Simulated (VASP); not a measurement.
# RbCl (Fm-3m) in VASP: further runs, part 2 of 2

VASP 6.6.1. Earlier steps stand in the parts before.

## 3. Single point, PBE

The input, INCAR:

```
PREC = Accurate
ENCUT = 500
EDIFF = 1E-6
ISMEAR = 0
SIGMA = 0.01
LREAL = False
LASPH = True
NELM = 120
ALGO = Normal
ISIF = 2
LWAVE = False
LCHARG = False
GGA = PE
NBANDS = 15
GGA_COMPAT = False
```

The input, KPOINTS:

```
Automatic mesh
0
Gamma
  4 4 4
```

The input, POSCAR:

```
RbCl
1.0
    0.0000000000      3.3058242375      3.3058242375
    3.3058242375      0.0000000000      3.3058242375
    3.3058242375      3.3058242375      0.0000000000
Rb Cl
1 1
Direct
    0.0000000000      0.0000000000      0.0000000000
    0.5000000000      0.5000000000      0.5000000000
```

Potentials or basis: VASP PAW PBE potentials, release 64 (Rb_sv, Cl).

Started as:

```console
$ cat potpaw_PBE.64/Rb_sv/POTCAR potpaw_PBE.64/Cl/POTCAR > POTCAR
$ mpirun -np 1 vasp_std > vasp.out
```

OUTCAR:

```text
PREC = Accurate
   ENCUT = 500
   EDIFF = 1E-6
   ISMEAR = 0
   LREAL = False
   LASPH = True
   NELM = 120
   ISIF = 2
   GGA = PE

 ion  position               nearest neighbor table
   1  0.000  0.000  0.000-   2 3.31   2 3.31   2 3.31   2 3.31   2 3.31   2 3.31
   2  0.500  0.500  0.500-   1 3.31   1 3.31   1 3.31   1 3.31   1 3.31   1 3.31

  LATTYP: Found a face centered cubic cell.
 ALAT       =     6.6116484750

  Lattice vectors:

 A1 = (   0.0000000000,   3.3058242375,   3.3058242375)
 A2 = (   3.3058242375,   0.0000000000,   3.3058242375)
 A3 = (   3.3058242375,   3.3058242375,   0.0000000000)

Analysis of symmetry for initial positions (statically):
=====================================================================
 Subroutine PRICEL returns:
 Original cell was already a primitive cell.

 Routine SETGRP: Setting up the symmetry group for a
 face centered cubic supercell.

 Subroutine GETGRP returns: Found 48 space group operations
 (whereof 48 operations were pure point group operations)
 out of a pool of 48 trial point group operations.

The static configuration has the point symmetry O_h .

Analysis of symmetry for dynamics (positions and initial velocities):
=====================================================================
 Subroutine PRICEL returns:
 Original cell was already a primitive cell.

 Routine SETGRP: Setting up the symmetry group for a
 face centered cubic supercell.

 Subroutine GETGRP returns: Found 48 space group operations
 (whereof 48 operations were pure point group operations)
 out of a pool of 48 trial point group operations.

The dynamic configuration has the point symmetry O_h .

 Subroutine INISYM returns: Found 48 space group operations
 (whereof 48 operations are pure point group operations),
 and found     1 'primitive' translations

----------------------------------------------------------------------------------------

                                     Primitive cell

  volume of cell :      72.2552

  direct lattice vectors                    reciprocal lattice vectors
[... 103 lines left out ...]
  energy-cutoff  :      500.00
  volume of cell :       72.26
 maximum number of plane-waves:      1856
 NGX is ok and might be reduce to    36
   NGX = 17   NGY = 17   NGZ = 17

 number of electron      16.0000002 magnetization

 Free energy of the ion-electron system (eV)
  ---------------------------------------------------
  ext. energy  EPLUGINS =         0.00000000
  ---------------------------------------------------
  free energy    TOTEN  =        -6.66978675 eV

  energy without entropy =       -6.66978675  energy(sigma->0) =       -6.66978675

 E-fermi :  -1.8462     XC(G=0):  -7.2964

 val. band max:       -1.9289446728   @ k =   0.0000   0.0000   0.0000
 cond. band min:       3.0246914204   @ k =   0.0000   0.0000   0.0000
 fundamental gap:      4.9536360931
 Fermi energy:        -1.8461928333

 k-point     1 :       0.0000    0.0000    0.0000
  band No.  band energies     occupation
      1     -25.8846      2.00000
      2     -13.9148      2.00000
      3      -9.9335      2.00000
      4      -9.9335      2.00000
      5      -9.9335      2.00000
      6      -1.9289      2.00000
      7      -1.9289      2.00000
      8      -1.9289      2.00000
      9       3.0247      0.00000
     10       6.0552      0.00000
     11       6.0552      0.00000
     12       6.0552      0.00000
     13       7.0297      0.00000
     14       7.0297      0.00000
[... 113 lines left out ...]
      2     -13.8989      2.00000
      3     -10.1036      2.00000
      4     -10.1036      2.00000
      5      -9.9232      2.00000
      6      -2.3579      2.00000
      7      -2.1679      2.00000
      8      -2.1679      2.00000
      9       5.7238      0.00000
     10       5.7238      0.00000
     11       7.3558      0.00000
     12       7.3685      0.00000
     13       9.5206      0.00000
     14       9.7715      0.00000
     15      10.2862      0.00000

------------------------ aborting loop because EDIFF is reached ----------------------------------------

  FORCE on cell =-STRESS in cart. coord.  units (eV):
  Direction    XX          YY          ZZ          XY          YZ          ZX
  --------------------------------------------------------------------------------------
  -------------------------------------------------------------------------------------
  Total        0.2768740      0.2768740      0.2768740      0.0000000      0.0000000     -0.0000000
  in kB        6.1393654      6.1393654      6.1393654      0.0000000      0.0000000     -0.0000000
  external PRESSURE =       6.1393654 kB  Pullay stress =       0.0000000 kB

 VOLUME and BASIS-vectors are now :
 -----------------------------------------------------------------------------
  energy-cutoff  :      500.00
  volume of cell :       72.26
      direct lattice vectors                 reciprocal lattice vectors
     0.000000000  3.305824237  3.305824237    -0.151248210  0.151248210  0.151248210
     3.305824237  0.000000000  3.305824237     0.151248210 -0.151248210  0.151248210
     3.305824237  3.305824237  0.000000000     0.151248210  0.151248210 -0.151248210

 POSITION                                       TOTAL-FORCE (eV/Angst)
 -----------------------------------------------------------------------------------
      0.00000      0.00000      0.00000         0.000000      0.000000      0.000000
      3.30582      3.30582      3.30582        -0.000000     -0.000000     -0.000000
 -----------------------------------------------------------------------------------
    total drift:                                0.000000      0.000000      0.000000

  FREE ENERGIE OF THE ION-ELECTRON SYSTEM (eV)
  ---------------------------------------------------
  free  energy   TOTEN  =        -6.6697867522 eV

  energy  without entropy=       -6.6697867522  energy(sigma->0) =       -6.66978675
```

Run time: 9.5 s. Hardware: 1 thread of Intel Xeon Platinum 8259CL at 2.50GHz (Skylake/Cascade Lake), shared host; peak memory 0.2 GiB.

What came out:

```
Free energy            : -6.6698 eV
Pressure               : 0.6 GPa
Band gap on the k mesh : 4.95 eV, direct
```

PBE gaps usually lie below the measured ones, often by a third to a half.

## 4. Single point, r2SCAN

POSCAR is that of step 3.

The input, INCAR.step1:

```
ALGO = Normal ; EDIFF = 1E-5
ENCUT = 550 ; GGA = PE
GGA_COMPAT = F ; ISMEAR = 0
LASPH = T ; LCHARG = F
LREAL = F ; LWAVE = T
NBANDS = 15 ; NELM = 120
PREC = Accurate ; SIGMA = 0.01
```

The input, INCAR.step2:

```
ALGO = Normal ; EDIFF = 1E-6
ENCUT = 550 ; GGA_COMPAT = F
ISIF = 2 ; ISMEAR = 0
ISTART = 1 ; LASPH = T
LCHARG = F ; LMIXTAU = T
LREAL = F ; LWAVE = F
METAGGA = R2SCAN ; NBANDS = 15
NELM = 120 ; PREC = Accurate
SIGMA = 0.01
```

The input, KPOINTS:

```
k-points
0
Gamma
  4 4 4
```

Started as:

```console
$ cat potpaw_PBE.64/Rb_sv/POTCAR potpaw_PBE.64/Cl/POTCAR > POTCAR
$ cp INCAR.step1 INCAR
$ mpirun -np 1 vasp_std > vasp.out
$ cp INCAR.step2 INCAR
$ mpirun -np 1 vasp_std > vasp.out
```

It took 40 s on 1 thread of Intel Xeon Platinum 8259CL at 2.50GHz (Skylake/Cascade Lake), shared host; peak memory 0.21 GiB.

Results (log left out):

- Free energy: -24.3856 eV
- Pressure: 0.0 GPa
- Band gap on the k mesh: 5.56 eV, direct

Levels at points of the mesh, in eV from the valence-band top:
```tsv
k point	band 5	band 6	band 7	band 8	band 9	band 10	band 11	band 12
(0.00, 0.00, 0.00)	-8.17	0.00	0.00	0.00	5.56	8.61	8.61	8.61
(0.50, 0.00, 0.00)	-8.15	-0.83	-0.32	-0.32	8.18	8.49	10.86	10.86
(0.50, 0.50, 0.00)	-8.27	-0.33	-0.10	-0.10	6.67	8.85	10.14	10.92
```

Caveat: the PAW data sets were made with another functional, which shifts forces and pressure a little. r2SCAN opens gaps a little over a GGA but as a rule still falls short of measured ones.

## 5. Single point, PBE

The input, INCAR:

```
ALGO = Normal ; EDIFF = 1E-6
ENCUT = 500 ; GGA = PE
GGA_COMPAT = False ; ISIF = 2
ISMEAR = 0 ; LASPH = True
LCHARG = False ; LREAL = False
LWAVE = False ; NBANDS = 15
NELM = 120 ; PREC = Accurate
SIGMA = 0.01
```

The input, KPOINTS:

```
k-points
0
Gamma
  8 8 8
```

POSCAR is that of step 4.

Started as:

```console
$ cat potpaw_PBE.64/Rb_sv/POTCAR potpaw_PBE.64/Cl/POTCAR > POTCAR
$ mpirun -np 1 vasp_std > vasp.out
```

Run time: 24 s. Hardware: 1 thread of Intel Xeon Platinum 8259CL at 2.50GHz (Skylake/Cascade Lake), shared host; peak memory 0.21 GiB.

It converged, with:

| Quantity | Value |
| --- | --- |
| Free energy | -6.6699 eV |
| Pressure | 0.6 GPa |
| Band gap on the k mesh | 4.95 eV, direct |

Levels at points of the mesh, in eV from the valence-band top:
```csv
k point,band 5,band 6,band 7,band 8,band 9,band 10,band 11,band 12
"(0.00, 0.00, 0.00)",-8.00,0.00,0.00,0.00,4.95,7.98,7.98,7.98
"(0.50, 0.00, 0.00)",-7.98,-0.84,-0.33,-0.33,7.70,7.92,10.10,10.10
"(0.50, 0.50, 0.00)",-8.10,-0.32,-0.10,-0.10,6.22,8.00,9.64,10.04
```

## 6. Single point, HSE06

POSCAR is that of step 5.

The input, INCAR.step1:

```
SYSTEM = RbCl
PREC = Accurate
ENCUT = 400
EDIFF = 1E-5
ISMEAR = 0
SIGMA = 0.01
LREAL = .False.
LASPH = .True.
NELM = 120
ALGO = Normal
ISIF = 2
LWAVE = .True.
NBANDS = 15
GGA = PE
GGA_COMPAT = .False.
```

The input, INCAR.step2:

```
SYSTEM = RbCl
PREC = Accurate
ENCUT = 400
EDIFF = 1E-6
ISMEAR = 0
SIGMA = 0.01
LREAL = .False.
LASPH = .True.
NELM = 120
ALGO = Normal
ISIF = 2
LWAVE = .False.
LCHARG = .True.
GGA = PE
LHFCALC = .True.
HFSCREEN = 0.2079
PRECFOCK = Normal
LELF = .True.
LVHAR = .True.
NBANDS = 15
ISTART = 1
GGA_COMPAT = .False.
```

The input, KPOINTS:

```
regular mesh
0
Gamma
  4 4 4
  0 0 0
```

Potentials or basis: VASP PAW PBE potentials, release 64 (Rb_sv, Cl).

Started as:

```console
$ cat potpaw_PBE.64/Rb_sv/POTCAR potpaw_PBE.64/Cl/POTCAR > POTCAR
$ cp INCAR.step1 INCAR
$ mpirun -np 1 vasp_std > vasp.out
$ cp INCAR.step2 INCAR
$ mpirun -np 1 vasp_std > vasp.out
```

OUTCAR:

```text
SYSTEM = RbCl
   PREC = Accurate
   ENCUT = 400
   EDIFF = 1E-6
   ISMEAR = 0
   LREAL = .False.
   LASPH = .True.
   NELM = 120
   ISIF = 2
   GGA = PE
   LHFCALC = .True.
   HFSCREEN = 0.2079
   PRECFOCK = Normal
   ISTART = 1

 ion  position               nearest neighbor table
   1  0.000  0.000  0.000-   2 3.31   2 3.31   2 3.31   2 3.31   2 3.31   2 3.31
   2  0.500  0.500  0.500-   1 3.31   1 3.31   1 3.31   1 3.31   1 3.31   1 3.31

  LATTYP: Found a face centered cubic cell.
[... 325 lines left out ...]

  FORCE on cell =-STRESS in cart. coord.  units (eV):
  Direction    XX          YY          ZZ          XY          YZ          ZX
  --------------------------------------------------------------------------------------
  -------------------------------------------------------------------------------------
  Total        0.1569022      0.1569022      0.1569022     -0.0000000      0.0000000      0.0000000
  in kB        3.4791269      3.4791269      3.4791269     -0.0000000      0.0000000      0.0000000
  external PRESSURE =       3.4791269 kB  Pullay stress =       0.0000000 kB

 VOLUME and BASIS-vectors are now :
 -----------------------------------------------------------------------------
  energy-cutoff  :      400.00
  volume of cell :       72.26
      direct lattice vectors                 reciprocal lattice vectors
     0.000000000  3.305824237  3.305824237    -0.151248210  0.151248210  0.151248210
     3.305824237  0.000000000  3.305824237     0.151248210 -0.151248210  0.151248210
     3.305824237  3.305824237  0.000000000     0.151248210  0.151248210 -0.151248210

 POSITION                                       TOTAL-FORCE (eV/Angst)
 -----------------------------------------------------------------------------------
      0.00000      0.00000      0.00000         0.000000      0.000000     -0.000000
      3.30582      3.30582      3.30582        -0.000000      0.000000      0.000000
 -----------------------------------------------------------------------------------
    total drift:                               -0.000021     -0.000012     -0.000011

  FREE ENERGIE OF THE ION-ELECTRON SYSTEM (eV)
  ---------------------------------------------------
  free  energy   TOTEN  =        -7.7416159392 eV

  energy  without entropy=       -7.7416159392  energy(sigma->0) =       -7.74161594
```

OSZICAR.step1:

```text
N       E                     dE             d eps       ncg     rms          rms(c)
DAV:   1     0.728474190954E+02    0.72847E+02   -0.58826E+03   240   0.759E+02
DAV:   2    -0.204466924359E+01   -0.74892E+02   -0.69145E+02   326   0.156E+02
DAV:   3    -0.692567359012E+01   -0.48810E+01   -0.48567E+01   324   0.403E+01
DAV:   4    -0.703324298680E+01   -0.10757E+00   -0.10756E+00   358   0.638E+00
DAV:   5    -0.703643026522E+01   -0.31873E-02   -0.31873E-02   339   0.903E-01    0.306E+00
DAV:   6    -0.667631868931E+01    0.36011E+00   -0.51239E-01   317   0.345E+00    0.233E+00
DAV:   7    -0.665396837889E+01    0.22350E-01   -0.12549E-01   303   0.182E+00    0.141E+00
DAV:   8    -0.666815416207E+01   -0.14186E-01   -0.16426E-02   294   0.794E-01    0.177E-01
DAV:   9    -0.666922370663E+01   -0.10695E-02   -0.15804E-03   324   0.204E-01    0.104E-01
DAV:  10    -0.666984950085E+01   -0.62579E-03   -0.56512E-04   254   0.143E-01    0.165E-02
DAV:  11    -0.666986650739E+01   -0.17007E-04   -0.29950E-05   289   0.327E-02    0.111E-02
DAV:  12    -0.666987273875E+01   -0.62314E-05   -0.13875E-05   253   0.213E-02
   1 F= -.66698727E+01 E0= -.66698727E+01  d E =-.516282E-32
```

It took 3.9 min on 1 thread of Intel Xeon Platinum 8259CL at 2.50GHz (Skylake/Cascade Lake), shared host; peak memory 0.27 GiB.

What came out:

- Free energy: -7.7416 eV
- Pressure: 0.3 GPa
- Band gap on the k mesh: 6.25 eV, direct

Caveat: the PAW data sets were made with another functional, which shifts forces and pressure a little.

## 7. Single point, PBE0

POSCAR is that of step 6.

The input, INCAR.step1:

```
  PREC = Accurate
  ENCUT = 400
  EDIFF = 1E-5
  ISMEAR = 0
  SIGMA = 0.01
  LREAL = F
  LASPH = T
  NELM = 120
  ALGO = Normal
  ISIF = 2
  LWAVE = T
  GGA = PE
  NBANDS = 15
  GGA_COMPAT = F
```

The input, INCAR.step2:

```
  PREC = Accurate
  ENCUT = 400
  EDIFF = 1E-6
  ISMEAR = 0
  SIGMA = 0.01
  LREAL = F
  LASPH = T
  NELM = 120
  ALGO = Normal
  ISIF = 2
  LWAVE = F
  LCHARG = T
  GGA = PE
  LHFCALC = T
  AEXX = 0.25
  PRECFOCK = Normal
  LELF = T
  LVHAR = T
  ISTART = 1
  NBANDS = 15
  GGA_COMPAT = F
```

The input, KPOINTS:

```
Automatic mesh
0
Gamma
  4 4 4
```

Started as:

```console
$ cat potpaw_PBE.64/Rb_sv/POTCAR potpaw_PBE.64/Cl/POTCAR > POTCAR
$ cp INCAR.step1 INCAR
$ mpirun -np 1 vasp_std > vasp.out
$ cp INCAR.step2 INCAR
$ mpirun -np 1 vasp_std > vasp.out
```

Wall time 3.5 min (1 thread of Intel Xeon Platinum 8259CL at 2.50GHz (Skylake/Cascade Lake), shared host); peak memory 0.17 GiB.

It converged, with:

```
Free energy            : -8.2687 eV
Pressure               : 0.3 GPa
Band gap on the k mesh : 7.00 eV, direct
```

Levels at points of the mesh, in eV from the valence-band top:
```
           k point  band 5  band 6  band 7  band 8  band 9  band 10  band 11  band 12
(0.00, 0.00, 0.00)   -8.41    0.00    0.00    0.00    7.00    10.18    10.18    10.18
(0.50, 0.00, 0.00)   -8.38   -0.88   -0.35   -0.35    9.75    10.09    12.45    12.45
(0.50, 0.50, 0.00)   -8.51   -0.34   -0.11   -0.11    8.27    10.22    11.77    12.42
```

Caveat: the PAW data sets were made with another functional, which shifts forces and pressure a little.

## 8. Overview

```tsv
level	k mesh	cutoff (eV)	grid for exact exchange (PRECFOCK)	screening parameter	gap on the mesh (eV)	pressure (GPa)
PBE	4 × 4 × 4	500	-	-	4.95	0.6
r2SCAN	4 × 4 × 4	550	-	-	5.56	0.0
PBE	8 × 8 × 8	500	-	-	4.95	0.6
HSE06	4 × 4 × 4	400	Normal	0.2079 1/Å	6.25	0.3
PBE0	4 × 4 × 4	400	Normal	-	7.00	0.3
```

Alike in all rows: task single point; potentials or basis VASP PAW PBE potentials, release 64 (Rb_sv, Cl); no spin polarisation; cell as given; smearing gaussian 0.01 eV.

On the cell as given the gap runs from 4.95 eV (PBE) to 7.00 eV (PBE0); the meshes differ, which moves gaps too. The pressure there spans 0.0 GPa (r2SCAN) to 0.6 GPa (PBE); a positive pressure means that this level wants a larger cell, a negative one a smaller.

Caveats: the PAW data sets were made with another functional, which shifts forces and pressure a little (some runs).

Total energies depend on the potentials used, so only differences within one code and one set of settings carry meaning.
